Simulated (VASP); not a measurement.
# BiB (F-43m) in VASP: notebook

The runs below take BiB through single point, with PBEsol, LDA, PBE.

Everything below comes from runs of VASP 6.6.1. Logs are shortened: lines on timing, memory, paths and dates and some standing lists are left out, and cuts for length are marked.

## (1) The cell of the first run

Symmetry: F-43m, No. 216, cubic system. The conventional cell has a = 5.455 Å, b = 5.455 Å, c = 5.455 Å, α = 90.00°, β = 90.00°, γ = 90.00°. B (site symmetry -43m) has 4 Bi at 2.36 Å within 3.1 Å. Within 3.1 Å of Bi (site symmetry -43m) lie 4 B at 2.36 Å.

## (2) Single point, PBEsol

The input, INCAR:

```
PREC = Accurate
ENCUT = 520
EDIFF = 1E-6
ISMEAR = -1
SIGMA = 0.02
LREAL = False
LASPH = True
NELM = 100
ALGO = Normal
ISIF = 2
LWAVE = False
LCHARG = False
GGA = PS
NBANDS = 16
```

The input, KPOINTS:

```
Automatic mesh
0
Gamma
  8 8 8
```

The input, POSCAR:

```
BiB
1.0
    0.0000000000      2.7273304905      2.7273304905
    2.7273304905      0.0000000000      2.7273304905
    2.7273304905      2.7273304905      0.0000000000
B Bi
1 1
Direct
    0.0000000000      0.0000000000      0.0000000000
    0.2500000000      0.2500000000      0.2500000000
```

Potentials or basis: VASP PAW PBE potentials, release 64 (B, Bi_d).

Started as:

```bash
$ cat potpaw_PBE.64/B/POTCAR potpaw_PBE.64/Bi_d/POTCAR > POTCAR
$ mpirun -np 1 vasp_std > vasp.out
```

OUTCAR:

```text
PREC = Accurate
   ENCUT = 520
   EDIFF = 1E-6
   ISMEAR = -1
   LREAL = False
   LASPH = True
   NELM = 100
   ISIF = 2
   GGA = PS

 ion  position               nearest neighbor table
   1  0.000  0.000  0.000-   2 2.36   2 2.36   2 2.36   2 2.36
   2  0.250  0.250  0.250-   1 2.36   1 2.36   1 2.36   1 2.36

  LATTYP: Found a face centered cubic cell.
 ALAT       =     5.4546609810

  Lattice vectors:

 A1 = (   0.0000000000,   2.7273304905,   2.7273304905)
 A2 = (   2.7273304905,   0.0000000000,   2.7273304905)
 A3 = (   2.7273304905,   2.7273304905,   0.0000000000)

Analysis of symmetry for initial positions (statically):
=====================================================================
 Subroutine PRICEL returns:
 Original cell was already a primitive cell.

 Routine SETGRP: Setting up the symmetry group for a
 face centered cubic supercell.

 Subroutine GETGRP returns: Found 24 space group operations
 (whereof 24 operations were pure point group operations)
 out of a pool of 48 trial point group operations.

The static configuration has the point symmetry T_d .

Analysis of symmetry for dynamics (positions and initial velocities):
=====================================================================
 Subroutine PRICEL returns:
 Original cell was already a primitive cell.

 Routine SETGRP: Setting up the symmetry group for a
 face centered cubic supercell.

 Subroutine GETGRP returns: Found 24 space group operations
 (whereof 24 operations were pure point group operations)
 out of a pool of 48 trial point group operations.

The dynamic configuration has the point symmetry T_d .

 Subroutine INISYM returns: Found 24 space group operations
 (whereof 24 operations are pure point group operations),
 and found     1 'primitive' translations

----------------------------------------------------------------------------------------

                                     Primitive cell

  volume of cell :      40.5736

  direct lattice vectors                    reciprocal lattice vectors
     0.000000000  2.727330490  2.727330490    -0.183329450  0.183329450  0.183329450
     2.727330490  0.000000000  2.727330490     0.183329450 -0.183329450  0.183329450
     2.727330490  2.727330490  0.000000000     0.183329450  0.183329450 -0.183329450

  length of vectors
     3.857027769  3.857027769  3.857027769     0.317535923  0.317535923  0.317535923

  position of ions in fractional coordinates (direct lattice)
     0.000000000  0.000000000  0.000000000
     0.250000000  0.250000000  0.250000000

  ion indices of the primitive-cell ions
   primitive index   ion index
                 1           1
                 2           2

----------------------------------------------------------------------------------------

 KPOINTS: Automatic mesh

Automatic generation of k-mesh.
 Grid dimensions read from file:
 generate k-points for:    8    8    8

 Generating k-lattice:

  Cartesian coordinates                     Fractional coordinates (reciprocal lattice)
    -0.022916181  0.022916181  0.022916181     0.125000000  0.000000000  0.000000000
     0.022916181 -0.022916181  0.022916181     0.000000000  0.125000000  0.000000000
     0.022916181  0.022916181 -0.022916181     0.000000000  0.000000000  0.125000000

  Length of vectors
     0.039691990  0.039691990  0.039691990

  Shift w.r.t. Gamma in fractional coordinates (k-lattice)
     0.000000000  0.000000000  0.000000000

 Subroutine IBZKPT returns following result:
 ===========================================

 Found     29 irreducible k-points:

 Following reciprocal coordinates:
            Coordinates               Weight
  0.000000  0.000000  0.000000      1.000000
  0.125000  0.000000  0.000000      8.000000
  0.250000  0.000000  0.000000      8.000000
  0.375000  0.000000  0.000000      8.000000
  0.500000  0.000000  0.000000      4.000000
  0.125000  0.125000  0.000000      6.000000
[... 16 lines left out ...]
  0.500000  0.250000  0.125000     48.000000
 -0.375000  0.250000  0.125000     24.000000
 [... further k-points ...]
   k-points           NKPTS =     29   k-points in BZ     NKDIM =     29   number of bands    NBANDS=     16
   number of dos      NEDOS =    301   number of ions     NIONS =      2
   total plane-waves  NPLWV =  27000
   dimension x,y,z NGX =    30 NGY =   30 NGZ =   30
   dimension x,y,z NGXF=    60 NGYF=   60 NGZF=   60
   ions per type =               1   1
   NGX,Y,Z   is equivalent  to a cutoff of  12.93, 12.93, 12.93 a.u.
   NGXF,Y,Z  is equivalent  to a cutoff of  25.86, 25.86, 25.86 a.u.
 SYSTEM =  unknown system
   PREC   = accura    normal or accurate (medium, high low for compatibility)
   ISTART =      0    job   : 0-new  1-cont  2-samecut
   ICHARG =      2    charge: 1-file 2-atom 10-const
   ISPIN  =      1    spin polarized calculation?
   LNONCOLLINEAR =      F non collinear calculations
   LSORBIT =      F    spin-orbit coupling
   LASPH  =      T    aspherical Exc in radial PAW
   ENCUT  =  520.0 eV  38.22 Ry    6.18 a.u.   7.17  7.17  7.17*2*pi/ulx,y,z
   NELM   =    100;   NELMIN=  2; NELMDL= -5     # of ELM steps
   EDIFF  = 0.1E-05   stopping-criterion for ELM
   LREAL  =      F    real-space projection
   EDIFFG = 0.1E-04   stopping-criterion for IOM
   NSW    =      0    number of steps for IOM
   IBRION =     -1    ionic relax: 0-MD 1-quasi-New 2-CG
   NFREE  =      0    steps in history (QN), initial steepest desc. (CG)
   ISIF   =      2    stress and relaxation
   ISYM   =      2    0-nonsym 1-usesym 2-fastsym
   POTIM  = 0.5000    time-step for ionic-motion
   TEBEG  =    0.0;   TEEND  =   0.0 temperature during run
   PSTRESS=    0.0 pullay stress
   NELECT =      18.0000    total number of electrons
   NUPDOWN=      -1.0000    fix difference up-down
   EMIN   =  10.00;   EMAX   =-10.00  energy-range for DOS
   EFERMI =   0.00;   METHOD = LEGACY
   ISMEAR =    -1;   SIGMA  =   0.02  broadening in eV -4-tet -1-fermi 0-gaus
   EFERMI_NEDOS =   21; number of points for ismear=-14 and -15
   IALGO  =     38    algorithm
   IMIX   =      4    mixing-type and parameters
     AMIX     =   0.40;   BMIX     =  1.00
     AMIX_MAG =   1.60;   BMIX_MAG =  1.00
  volume/ion in A,a.u.               =      20.29       136.90
  Fermi-wavevector in a.u.,A,eV,Ry     =   1.248584  2.359482 21.210979  1.558963
  Thomas-Fermi vector in A             =   2.382664
   LORBIT       =      0    0 simple, 1 ext, 2 COOP (PROOUT), +10 PAW based schemes
   GGA     = PS    functional components
   LHFCALC =     F    Hartree Fock is set to
   AEXX    =    0.0000 exact exchange contribution
   IVDW    =     0    specifies the selected vdW correction
   LEPSILON=     F    determine dielectric tensor
   LRPA    =     F    only Hartree local field effects (RPA)
 non-spin polarized calculation
  energy-cutoff  :      520.00
  volume of cell :       40.57
 maximum number of plane-waves:      1106
 NGX is ok and might be reduce to    30
   NGX = 15   NGY = 15   NGZ = 15

 number of electron      17.9999994 magnetization

 Free energy of the ion-electron system (eV)
  ---------------------------------------------------
  ext. energy  EPLUGINS =         0.00000000
  ---------------------------------------------------
  free energy    TOTEN  =        -9.76060142 eV

  energy without entropy =       -9.76060133  energy(sigma->0) =       -9.76060138

 E-fermi :   7.4692     XC(G=0): -10.2945

 val. band max:        7.2479881354   @ k =   0.0000   0.0000   0.0000
 cond. band min:       7.6932932794   @ k =   0.0000   0.0000   0.0000
 fundamental gap:      0.4453051440
 Fermi energy:         7.4692330826

 k-point     1 :       0.0000    0.0000    0.0000
  band No.  band energies     occupation
      1     -15.8669      2.00000
      2     -15.8669      2.00000
      3     -15.8669      2.00000
      4     -15.7749      2.00000
      5     -15.7749      2.00000
      6      -7.0843      2.00000
[... 8 lines left out ...]
     15      17.7188      0.00000
     16      17.7188      0.00000

 k-point     2 :       0.1250    0.0000    0.0000
  band No.  band energies     occupation
      1     -15.8659      2.00000
      2     -15.8604      2.00000
      3     -15.8604      2.00000
      4     -15.7746      2.00000
      5     -15.7746      2.00000
      6      -6.8801      2.00000
[... 8 lines left out ...]
     15      16.8498      0.00000
     16      16.8498      0.00000

 k-point     3 :       0.2500    0.0000    0.0000
  band No.  band energies     occupation
      1     -15.8636      2.00000
      2     -15.8479      2.00000
      3     -15.8479      2.00000
      4     -15.7704      2.00000
      5     -15.7704      2.00000
      6      -6.2932      2.00000
[... 8 lines left out ...]
     15      16.5665      0.00000
     16      16.5665      0.00000

 k-point     4 :       0.3750    0.0000    0.0000
  band No.  band energies     occupation
      1     -15.8619      2.00000
      2     -15.8413      2.00000
      3     -15.8413      2.00000
      4     -15.7601      2.00000
      5     -15.7601      2.00000
      6      -5.4652      2.00000
[... 8 lines left out ...]
     15      17.4775      0.00000
     16      17.4775      0.00000

 k-point     5 :       0.5000    0.0000    0.0000
  band No.  band energies     occupation
      1     -15.8614      2.00000
      2     -15.8402      2.00000
      3     -15.8402      2.00000
      4     -15.7542      2.00000
      5     -15.7542      2.00000
      6      -4.9601      2.00000
[... 8 lines left out ...]
     15      18.4748      0.00000
     16      18.4748      0.00000

 k-point     6 :       0.1250    0.1250    0.0000
  band No.  band energies     occupation
      1     -15.8734      2.00000
      2     -15.8537      2.00000
      3     -15.8537      2.00000
      4     -15.7801      2.00000
      5     -15.7700      2.00000
      6      -6.8115      2.00000
[... 8 lines left out ...]
     15      15.3144      0.00000
     16      18.3449      0.00000

 k-point     7 :       0.2500    0.1250    0.0000
  band No.  band energies     occupation
      1     -15.8747      2.00000
      2     -15.8409      2.00000
      3     -15.8395      2.00000
      4     -15.7827      2.00000
      5     -15.7643      2.00000
      6      -6.3490      2.00000
[... 8 lines left out ...]
     15      16.4070      0.00000
     16      17.9268      0.00000

 k-point     8 :       0.3750    0.1250    0.0000
  band No.  band energies     occupation
      1     -15.8687      2.00000
      2     -15.8349      2.00000
      3     -15.8308      2.00000
      4     -15.7761      2.00000
      5     -15.7560      2.00000
      6      -5.5808      2.00000
[... 8 lines left out ...]
     15      16.8792      0.00000
     16      18.3409      0.00000

 k-point     9 :       0.5000    0.1250    0.0000
  band No.  band energies     occupation
      1     -15.8618      2.00000
      2     -15.8361      2.00000
      3     -15.8295      2.00000
      4     -15.7642      2.00000
      5     -15.7534      2.00000
      6      -4.8796      2.00000
[... 8 lines left out ...]
     15      17.6152      0.00000
     16      18.6857      0.00000
[... 172 lines left out ...]
 k-point    19 :       0.5000    0.3750    0.0000
  band No.  band energies     occupation
      1     -15.8995      2.00000
      2     -15.8103      2.00000
      3     -15.7834      2.00000
      4     -15.7818      2.00000
      5     -15.7455      2.00000
      6      -4.2417      2.00000
[... 8 lines left out ...]
     15      20.0314      0.00000
     16      20.3621      0.00000

 k-point    20 :      -0.3750    0.3750    0.0000
  band No.  band energies     occupation
      1     -15.8813      2.00000
      2     -15.8055      2.00000
      3     -15.7902      2.00000
      4     -15.7873      2.00000
      5     -15.7548      2.00000
      6      -4.0824      2.00000
[... 8 lines left out ...]
     15      18.5131      0.00000
     16      20.1610      0.00000

 k-point    21 :       0.5000    0.5000    0.0000
  band No.  band energies     occupation
      1     -15.9097      2.00000
      2     -15.8157      2.00000
      3     -15.7743      2.00000
      4     -15.7743      2.00000
      5     -15.7414      2.00000
      6      -4.0131      2.00000
[... 8 lines left out ...]
     15      20.2219      0.00000
     16      20.6366      0.00000

 k-point    22 :       0.3750    0.2500    0.1250
  band No.  band energies     occupation
      1     -15.8752      2.00000
      2     -15.8313      2.00000
      3     -15.8231      2.00000
      4     -15.7859      2.00000
      5     -15.7579      2.00000
      6      -5.7863      2.00000
[... 8 lines left out ...]
     15      17.7951      0.00000
     16      18.0732      0.00000

 k-point    23 :       0.5000    0.2500    0.1250
  band No.  band energies     occupation
      1     -15.8661      2.00000
      2     -15.8322      2.00000
      3     -15.8115      2.00000
      4     -15.7795      2.00000
      5     -15.7557      2.00000
      6      -5.0084      2.00000
[... 8 lines left out ...]
     15      18.0336      0.00000
     16      18.7669      0.00000

 k-point    24 :      -0.3750    0.2500    0.1250
  band No.  band energies     occupation
      1     -15.8596      2.00000
      2     -15.8350      2.00000
      3     -15.8088      2.00000
      4     -15.7725      2.00000
      5     -15.7574      2.00000
      6      -4.5481      2.00000
[... 8 lines left out ...]
     15      17.9380      0.00000
     16      18.7539      0.00000

 [... further k-points ...]
[... 5 lines left out ...]
  --------------------------------------------------------------------------------------
  -------------------------------------------------------------------------------------
  Total       -0.0150664     -0.0150664     -0.0150664      0.0000000      0.0000000     -0.0000000
  in kB       -0.5949467     -0.5949467     -0.5949467      0.0000000      0.0000000     -0.0000000
  external PRESSURE =      -0.5949467 kB  Pullay stress =       0.0000000 kB

 VOLUME and BASIS-vectors are now :
 -----------------------------------------------------------------------------
  energy-cutoff  :      520.00
  volume of cell :       40.57
      direct lattice vectors                 reciprocal lattice vectors
     0.000000000  2.727330490  2.727330490    -0.183329450  0.183329450  0.183329450
     2.727330490  0.000000000  2.727330490     0.183329450 -0.183329450  0.183329450
     2.727330490  2.727330490  0.000000000     0.183329450  0.183329450 -0.183329450

 POSITION                                       TOTAL-FORCE (eV/Angst)
 -----------------------------------------------------------------------------------
      0.00000      0.00000      0.00000         0.000000      0.000000      0.000000
      1.36367      1.36367      1.36367        -0.000000     -0.000000     -0.000000
 -----------------------------------------------------------------------------------
    total drift:                                0.000000      0.000000      0.000000

  FREE ENERGIE OF THE ION-ELECTRON SYSTEM (eV)
  ---------------------------------------------------
  free  energy   TOTEN  =        -9.7606014244 eV

  energy  without entropy=       -9.7606013336  energy(sigma->0) =       -9.76060138
```

Wall time 20 s (1 thread of Intel Xeon Platinum 8488C (Sapphire Rapids), shared host); peak memory 0.17 GiB.

Results:

```yaml
Free_energy: -9.7606 eV
Pressure: -0.1 GPa
Band_gap_on_the_k_mesh: 0.45 eV, direct
```

Caveat: the PAW data sets were made with another functional, which shifts forces and pressure a little; spin-orbit coupling is left out, which moves the levels of the heavy elements. A k mesh can miss the band edges.

## (3) Single point, LDA

This run uses another cell than the first one, of 19.80 Å³/atom, 0.976 times its volume.

The input, INCAR:

```
SYSTEM = BiB
PREC     = Accurate       ! precision mode
ENCUT    = 520            ! plane-wave cutoff, eV
EDIFF    = 1E-7           ! SCF threshold, eV
ISMEAR   = -1             ! smearing method
SIGMA    = 0.02           ! smearing width, eV
LREAL    = .False.        ! projectors in reciprocal space
LASPH    = .True.         ! aspherical terms in the spheres
NELM     = 60             ! most SCF steps
ALGO     = Normal         ! electronic algorithm
ISIF     = 2              ! what is computed and relaxed
LWAVE    = .False.        ! write WAVECAR
LCHARG   = .False.        ! write CHGCAR
GGA      = CA             ! functional
NBANDS   = 16             ! bands
```

The input, KPOINTS:

```
regular mesh
0
Gamma
  8 8 8
  0 0 0
```

The input, POSCAR:

```
BiB
1.0
    0.0000000000      2.7052361344      2.7052361344
    2.7052361344      0.0000000000      2.7052361344
    2.7052361344      2.7052361344      0.0000000000
B Bi
1 1
Direct
    0.0000000000      0.0000000000      0.0000000000
    0.2500000000      0.2500000000      0.2500000000
```

Potentials or basis: VASP PAW LDA potentials, release 64 (B, Bi_d).

Started as:

```bash
$ cat potpaw_LDA.64/B/POTCAR potpaw_LDA.64/Bi_d/POTCAR > POTCAR
$ mpirun -np 1 vasp_std > vasp.out
```

Run time: 17 s. Hardware: 1 thread of Intel Xeon Platinum 8488C (Sapphire Rapids), shared host; peak memory 0.14 GiB.

Results (log left out):

| Quantity | Value |
| --- | --- |
| Free energy | -10.4278 eV |
| Pressure | 0.0 GPa |
| Band gap on the k mesh | 0.60 eV, indirect (least direct gap 0.70 eV) |

Levels at points of the mesh, in eV from the valence-band top:
```csv
k point,band 6,band 7,band 8,band 9,band 10,band 11,band 12,band 13
"(0.00, 0.00, 0.00)",-14.49,0.00,0.00,0.00,0.70,2.82,2.82,2.82
"(0.50, 0.00, 0.00)",-12.30,-7.92,-1.69,-1.69,0.60,4.20,4.20,5.89
"(0.50, 0.50, 0.00)",-11.33,-7.94,-3.65,-3.65,0.83,0.89,8.37,8.85
```

Caveat: spin-orbit coupling is left out, which moves the levels of the heavy elements. A k mesh can miss the band edges.

## (4) Single point, PBE

This run uses another cell than the first one, of 20.68 Å³/atom, 1.019 times its volume.

The input, INCAR:

```
PREC = Accurate ; ENCUT = 520
EDIFF = 1E-6 ; ISMEAR = -1
SIGMA = 0.02 ; LREAL = F
LASPH = T ; NELM = 100
ALGO = Normal ; ISIF = 2
LWAVE = F ; LCHARG = F
GGA = PE ; NBANDS = 16
```

The input, KPOINTS:

```
Automatic mesh
0
Gamma
  8 8 8
```

The input, POSCAR:

```
BiB
1.0
    0.0000000000      2.7448744764      2.7448744764
    2.7448744764      0.0000000000      2.7448744764
    2.7448744764      2.7448744764      0.0000000000
B Bi
1 1
Direct
    0.0000000000      0.0000000000      0.0000000000
    0.2500000000      0.2500000000      0.2500000000
```

Potentials or basis: VASP PAW PBE potentials, release 64 (B, Bi_d).

Started as:

```bash
$ cat potpaw_PBE.64/B/POTCAR potpaw_PBE.64/Bi_d/POTCAR > POTCAR
$ mpirun -np 1 vasp_std > vasp.out
```

Wall time 22 s (1 thread of Intel Xeon Platinum 8488C (Sapphire Rapids), shared host); peak memory 0.17 GiB.

The run converged. Its results:

```yaml
Free_energy: -8.9896 eV
Pressure: 1.2 GPa
Band_gap_on_the_k_mesh: 0.28 eV, direct
```

Levels at points of the mesh, in eV from the valence-band top:
```
           k point  band 6  band 7  band 8  band 9  band 10  band 11  band 12  band 13
(0.00, 0.00, 0.00)  -14.13    0.00    0.00    0.00     0.28     2.81     2.81     2.81
(0.50, 0.00, 0.00)  -12.07   -7.68   -1.60   -1.60     0.41     4.17     4.17     6.01
(0.50, 0.50, 0.00)  -11.14   -7.82   -3.46   -3.46     0.88     0.97     8.36     8.65
```

Caveat: spin-orbit coupling is left out, which moves the levels of the heavy elements. A k mesh can miss the band edges.

## (5) Overview

```csv
level,potentials or basis,cell,gap on the mesh (eV),pressure (GPa)
PBEsol,"VASP PAW PBE potentials, release 64 (B, Bi_d)","a = 3.857 Å, angles 60.0°, 2 atoms",0.45,-0.1
LDA,"VASP PAW LDA potentials, release 64 (B, Bi_d)","a = 3.826 Å, angles 60.0°, 2 atoms",0.60,0.0
PBE,"VASP PAW PBE potentials, release 64 (B, Bi_d)","a = 3.882 Å, angles 60.0°, 2 atoms",0.28,1.2
```

Alike in all rows: task single point; no spin polarisation; k mesh 8 × 8 × 8; cutoff (eV) 520; smearing fermi-dirac 0.02 eV.

Caveats: spin-orbit coupling is left out, which moves the levels of the heavy elements; the PAW data sets were made with another functional, which shifts forces and pressure a little (some runs).

Total energies depend on the potentials used, so only differences within one code and one set of settings carry meaning.
